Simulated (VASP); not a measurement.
# Ti (Im-3m) in VASP: further runs

Ti is run at these levels: PBEsol; tasks: single point, relaxation of cell and atoms.

Everything below comes from runs of VASP 6.6.1. Logs are shortened: lines on timing, memory, paths and dates and some standing lists are left out, and cuts for length are marked.

## (1) The cell of the first run

The structure is cubic, space group Im-3m (No. 229). Conventional cell: a = 3.210 Å, b = 3.210 Å, c = 3.210 Å, α = 90.00°, β = 90.00°, γ = 90.00°. Ti (site symmetry m-3m) has 14 Ti at 2.78 to 3.21 Å within 3.7 Å.

This isn't the form of Ti at room conditions, which is hcp.

## (2) Single point, PBEsol

The input, INCAR:

```
SYSTEM = Ti
  ALGO = Fast
  EDIFF = 1E-6
  ENCUT = 520
  GGA = PS
  ISIF = 2
  ISMEAR = 0
  LASPH = .TRUE.
  LCHARG = .FALSE.
  LREAL = .FALSE.
  LWAVE = .FALSE.
  NBANDS = 32
  NELM = 60
  PREC = Accurate
  SIGMA = 0.1
```

The input, KPOINTS:

```
k-points
0
G
  12 12 12
  0 0 0
```

The input, POSCAR:

```
Ti
1.0
    0.0000000000     -3.2102321257      3.2102321257
    3.2102321257     -3.2102321257      0.0000000000
    3.2102321257      0.0000000000      3.2102321257
Ti
4
Direct
    0.0000000000      0.0000000000      0.0000000000
    0.2500000000      0.2500000000      0.2500000000
    0.5000000000      0.5000000000      0.5000000000
    0.7500000000      0.7500000000      0.7500000000
```

Potentials or basis: VASP PAW PBE potentials, release 64 (Ti_sv).

On the command line:

```sh
> cat potpaw_PBE.64/Ti_sv/POTCAR > POTCAR
> mpirun -np 1 vasp_std > vasp.out
```

OUTCAR:

```text
SYSTEM = Ti
   EDIFF = 1E-6
   ENCUT = 520
   GGA = PS
   ISIF = 2
   ISMEAR = 0
   LASPH = .TRUE.
   LREAL = .FALSE.
   NELM = 60
   PREC = Accurate

 ion  position               nearest neighbor table
   1  0.000  0.000  0.000-   2 2.78   4 2.78   4 2.78   4 2.78   4 2.78   2 2.78   2 2.78   2 2.78

   2  0.250  0.250  0.250-   1 2.78   3 2.78   1 2.78   1 2.78   1 2.78   3 2.78   3 2.78   3 2.78

   3  0.500  0.500  0.500-   2 2.78   4 2.78   2 2.78   2 2.78   2 2.78   4 2.78   4 2.78   4 2.78

   4  0.750  0.750  0.750-   1 2.78   3 2.78   3 2.78   3 2.78   3 2.78   1 2.78   1 2.78   1 2.78

  LATTYP: Found a face centered cubic cell.
 ALAT       =     6.4204642514

  Lattice vectors:

 A1 = (   0.0000000000,  -3.2102321257,   3.2102321257)
 A2 = (   3.2102321257,  -3.2102321257,   0.0000000000)
 A3 = (   3.2102321257,   0.0000000000,   3.2102321257)

Analysis of symmetry for initial positions (statically):
=====================================================================
 Subroutine PRICEL returns following result:

  LATTYP: Found a body centered cubic cell.
 ALAT       =     3.2102321257

  Lattice vectors:

 A1 = (  -1.6051160629,   1.6051160629,  -1.6051160628)
 A2 = (   1.6051160628,  -1.6051160628,  -1.6051160628)
 A3 = (  -1.6051160628,  -1.6051160629,   1.6051160628)

   4 primitive cells build up your supercell.

 Routine SETGRP: Setting up the symmetry group for a
 face centered cubic supercell.

 Subroutine GETGRP returns: Found 48 space group operations
 (whereof 48 operations were pure point group operations)
 out of a pool of 48 trial point group operations.

The static configuration has the point symmetry O_h .

Analysis of symmetry for dynamics (positions and initial velocities):
=====================================================================
 Subroutine PRICEL returns following result:

  LATTYP: Found a body centered cubic cell.
 ALAT       =     3.2102321257

  Lattice vectors:

 A1 = (  -1.6051160629,   1.6051160629,  -1.6051160628)
 A2 = (   1.6051160628,  -1.6051160628,  -1.6051160628)
 A3 = (  -1.6051160628,  -1.6051160629,   1.6051160628)

   4 primitive cells build up your supercell.

 Routine SETGRP: Setting up the symmetry group for a
 face centered cubic supercell.

 Subroutine GETGRP returns: Found 48 space group operations
 (whereof 48 operations were pure point group operations)
 out of a pool of 48 trial point group operations.

The dynamic configuration has the point symmetry O_h .

 Subroutine INISYM returns: Found 48 space group operations
 (whereof 48 operations are pure point group operations),
 and found     4 'primitive' translations

----------------------------------------------------------------------------------------

                                     Primitive cell

  volume of cell :      16.5417

  direct lattice vectors                    reciprocal lattice vectors
    -1.605116063  1.605116063 -1.605116063    -0.311503954  0.000000000 -0.311503954
     1.605116063 -1.605116063 -1.605116063     0.000000000 -0.311503954 -0.311503954
    -1.605116063 -1.605116063  1.605116063    -0.311503954 -0.311503954  0.000000000

  length of vectors
     2.780142573  2.780142573  2.780142573     0.440533116  0.440533116  0.440533116

  position of ions in fractional coordinates (direct lattice)
     0.000000000  0.000000000  0.000000000

  ion indices of the primitive-cell ions
   primitive index   ion index
                 1           1

----------------------------------------------------------------------------------------

 KPOINTS: k-points

Automatic generation of k-mesh.
 Grid dimensions read from file:
 generate k-points for:   12   12   12

 Generating k-lattice:

  Cartesian coordinates                     Fractional coordinates (reciprocal lattice)
    -0.012979331 -0.012979331  0.012979331     0.083333333  0.000000000  0.000000000
     0.012979331 -0.012979331 -0.012979331     0.000000000  0.083333333  0.000000000
     0.012979331  0.012979331  0.012979331     0.000000000  0.000000000  0.083333333

  Length of vectors
     0.022480861  0.022480861  0.022480861

  Shift w.r.t. Gamma in fractional coordinates (k-lattice)
     0.000000000  0.000000000  0.000000000

 Subroutine IBZKPT returns following result:
 ===========================================

 Found     72 irreducible k-points:

 Following reciprocal coordinates:
            Coordinates               Weight
  0.000000  0.000000  0.000000      1.000000
  0.083333  0.000000  0.000000      8.000000
  0.166667  0.000000  0.000000      8.000000
  0.250000  0.000000  0.000000      8.000000
  0.333333  0.000000  0.000000      8.000000
  0.416667  0.000000  0.000000      8.000000
[... 16 lines left out ...]
  0.500000  0.166667  0.000000     24.000000
 -0.416667  0.166667  0.000000     24.000000
 [... further k-points ...]
   k-points           NKPTS =     72   k-points in BZ     NKDIM =     72   number of bands    NBANDS=     32
   number of dos      NEDOS =    301   number of ions     NIONS =      4
   total plane-waves  NPLWV =  46656
   dimension x,y,z NGX =    36 NGY =   36 NGZ =   36
   dimension x,y,z NGXF=    72 NGYF=   72 NGZF=   72
   ions per type =               4
   NGX,Y,Z   is equivalent  to a cutoff of  13.18, 13.18, 13.18 a.u.
   NGXF,Y,Z  is equivalent  to a cutoff of  26.37, 26.37, 26.37 a.u.
 SYSTEM =  Ti
   PREC   = accura    normal or accurate (medium, high low for compatibility)
   ISTART =      0    job   : 0-new  1-cont  2-samecut
   ICHARG =      2    charge: 1-file 2-atom 10-const
   ISPIN  =      1    spin polarized calculation?
   LNONCOLLINEAR =      F non collinear calculations
   LSORBIT =      F    spin-orbit coupling
   LASPH  =      T    aspherical Exc in radial PAW
   ENCUT  =  520.0 eV  38.22 Ry    6.18 a.u.   8.44  8.44  8.44*2*pi/ulx,y,z
   NELM   =     60;   NELMIN=  2; NELMDL= -5     # of ELM steps
   EDIFF  = 0.1E-05   stopping-criterion for ELM
   LREAL  =      F    real-space projection
   EDIFFG = 0.1E-04   stopping-criterion for IOM
   NSW    =      0    number of steps for IOM
   IBRION =     -1    ionic relax: 0-MD 1-quasi-New 2-CG
   NFREE  =      0    steps in history (QN), initial steepest desc. (CG)
   ISIF   =      2    stress and relaxation
   ISYM   =      2    0-nonsym 1-usesym 2-fastsym
   POTIM  = 0.5000    time-step for ionic-motion
   TEBEG  =    0.0;   TEEND  =   0.0 temperature during run
   PSTRESS=    0.0 pullay stress
   NELECT =      48.0000    total number of electrons
   NUPDOWN=      -1.0000    fix difference up-down
   EMIN   =  10.00;   EMAX   =-10.00  energy-range for DOS
   EFERMI =   0.00;   METHOD = LEGACY
   ISMEAR =     0;   SIGMA  =   0.10  broadening in eV -4-tet -1-fermi 0-gaus
   EFERMI_NEDOS =   21; number of points for ismear=-14 and -15
   IALGO  =     68    algorithm
   IMIX   =      4    mixing-type and parameters
     AMIX     =   0.40;   BMIX     =  1.00
     AMIX_MAG =   1.60;   BMIX_MAG =  1.00
  volume/ion in A,a.u.               =      16.54       111.63
  Fermi-wavevector in a.u.,A,eV,Ry     =   1.470987  2.779762 29.440320  2.163802
  Thomas-Fermi vector in A             =   2.586177
   LORBIT       =      0    0 simple, 1 ext, 2 COOP (PROOUT), +10 PAW based schemes
   GGA     = PS    functional components
   LHFCALC =     F    Hartree Fock is set to
   AEXX    =    0.0000 exact exchange contribution
   IVDW    =     0    specifies the selected vdW correction
   LEPSILON=     F    determine dielectric tensor
   LRPA    =     F    only Hartree local field effects (RPA)
 non-spin polarized calculation
 RMM-DIIS sequential band-by-band and
 Gauss-broadening in eV      SIGMA  =   0.10
  energy-cutoff  :      520.00
  volume of cell :       66.17
 maximum number of plane-waves:      1812
 NGX is ok and might be reduce to    36
   NGX = 17   NGY = 17   NGZ = 17

 number of electron      48.0000017 magnetization

 Free energy of the ion-electron system (eV)
  ---------------------------------------------------
  ext. energy  EPLUGINS =         0.00000000
  ---------------------------------------------------
  free energy    TOTEN  =       -32.96483688 eV

  energy without entropy =      -32.92311380  energy(sigma->0) =      -32.94397534

 E-fermi :   8.4751     XC(G=0): -11.8661

 val. band max:        8.4716775570   @ k =   0.5000   0.0833   0.0000
 cond. band min:       8.4852151285   @ k =  -0.2500   0.2500   0.0833
 fundamental gap:      0.0135375715
 Fermi energy:         8.4750803182

 k-point     1 :       0.0000    0.0000    0.0000
  band No.  band energies     occupation
      1     -47.7290      2.00000
      2     -47.5529      2.00000
      3     -47.5529      2.00000
      4     -47.4528      2.00000
      5     -24.1613      2.00000
      6     -24.1613      2.00000
[... 24 lines left out ...]
     31      11.8164      0.00000
     32      11.8164      0.00000

 k-point     2 :       0.0833    0.0000    0.0000
  band No.  band energies     occupation
      1     -47.7249      2.00000
      2     -47.5539      2.00000
      3     -47.5532      2.00000
      4     -47.4557      2.00000
      5     -24.1632      2.00000
      6     -24.1632      2.00000
[... 24 lines left out ...]
     31      11.8017      0.00000
     32      11.8024      0.00000

 k-point     3 :       0.1667    0.0000    0.0000
  band No.  band energies     occupation
      1     -47.7131      2.00000
      2     -47.5579      2.00000
      3     -47.5531      2.00000
      4     -47.4640      2.00000
      5     -24.1907      2.00000
      6     -24.1686      2.00000
[... 24 lines left out ...]
     31      11.5972      0.00000
     32      11.7582      0.00000

 k-point     4 :       0.2500    0.0000    0.0000
  band No.  band energies     occupation
      1     -47.6947      2.00000
      2     -47.5663      2.00000
      3     -47.5508      2.00000
      4     -47.4766      2.00000
      5     -24.2377      2.00000
      6     -24.1759      2.00000
[... 24 lines left out ...]
     31      11.2616      0.00000
     32      11.6938      0.00000

 k-point     5 :       0.3333    0.0000    0.0000
  band No.  band energies     occupation
      1     -47.6717      2.00000
      2     -47.5799      2.00000
      3     -47.5452      2.00000
      4     -47.4919      2.00000
      5     -24.2453      2.00000
      6     -24.1832      2.00000
[... 584 lines left out ...]
     31      11.2948      0.00000
     32      11.4854      0.00000

 k-point    22 :       0.4167    0.1667    0.0000
  band No.  band energies     occupation
      1     -47.6517      2.00000
      2     -47.5809      2.00000
      3     -47.5487      2.00000
      4     -47.5078      2.00000
      5     -24.2984      2.00000
      6     -24.2750      2.00000
[... 24 lines left out ...]
     31      11.1116      0.00000
     32      11.3230      0.00000

 k-point    23 :       0.5000    0.1667    0.0000
  band No.  band energies     occupation
      1     -47.6275      2.00000
      2     -47.5991      2.00000
      3     -47.5390      2.00000
      4     -47.5236      2.00000
      5     -24.3023      2.00000
      6     -24.2509      2.00000
[... 24 lines left out ...]
     31      11.0638      0.00000
     32      11.3265      0.00000

 k-point    24 :      -0.4167    0.1667    0.0000
  band No.  band energies     occupation
      1     -47.6210      2.00000
      2     -47.6045      2.00000
      3     -47.5377      2.00000
      4     -47.5261      2.00000
      5     -24.2947      2.00000
      6     -24.2634      2.00000
[... 24 lines left out ...]
     31      11.0723      0.00000
     32      11.2043      0.00000

 [... further k-points ...]
[... 5 lines left out ...]
  --------------------------------------------------------------------------------------
  -------------------------------------------------------------------------------------
  Total       -0.1610873     -0.1610873     -0.1610873      0.0000000      0.0000000      0.0000000
  in kB       -3.9006105     -3.9006105     -3.9006105      0.0000000      0.0000000      0.0000000
  external PRESSURE =      -3.9006105 kB  Pullay stress =       0.0000000 kB

 VOLUME and BASIS-vectors are now :
 -----------------------------------------------------------------------------
  energy-cutoff  :      520.00
  volume of cell :       66.17
      direct lattice vectors                 reciprocal lattice vectors
     0.000000000 -3.210232126  3.210232126    -0.155751977 -0.155751977  0.155751977
     3.210232126 -3.210232126  0.000000000     0.155751977 -0.155751977 -0.155751977
     3.210232126  0.000000000  3.210232126     0.155751977  0.155751977  0.155751977

 POSITION                                       TOTAL-FORCE (eV/Angst)
 -----------------------------------------------------------------------------------
      0.00000      0.00000      0.00000         0.000000     -0.000000      0.000000
      1.60512     -1.60512      1.60512         0.000000     -0.000000      0.000000
      3.21023     -3.21023      3.21023        -0.000000      0.000000     -0.000000
      4.81535     -4.81535      4.81535        -0.000000      0.000000      0.000000
 -----------------------------------------------------------------------------------
    total drift:                                0.000000     -0.000000      0.000000

  FREE ENERGIE OF THE ION-ELECTRON SYSTEM (eV)
  ---------------------------------------------------
  free  energy   TOTEN  =       -32.9648368757 eV

  energy  without entropy=      -32.9231138037  energy(sigma->0) =      -32.94397534
```

Run time: 17 min. Hardware: 1 thread of Intel Xeon 8259CL, shared host; peak memory 0.28 GiB.

What came out:

| Property | Result |
| --- | --- |
| Free energy | -32.9648 eV |
| Pressure | -0.4 GPa |
| Band gap on the k mesh | zero (bands 24 and 25 overlap by 1.35 eV) |

Caveat: the PAW data sets were made with another functional, which shifts forces and pressure a little.

[end of part 1 of 2]
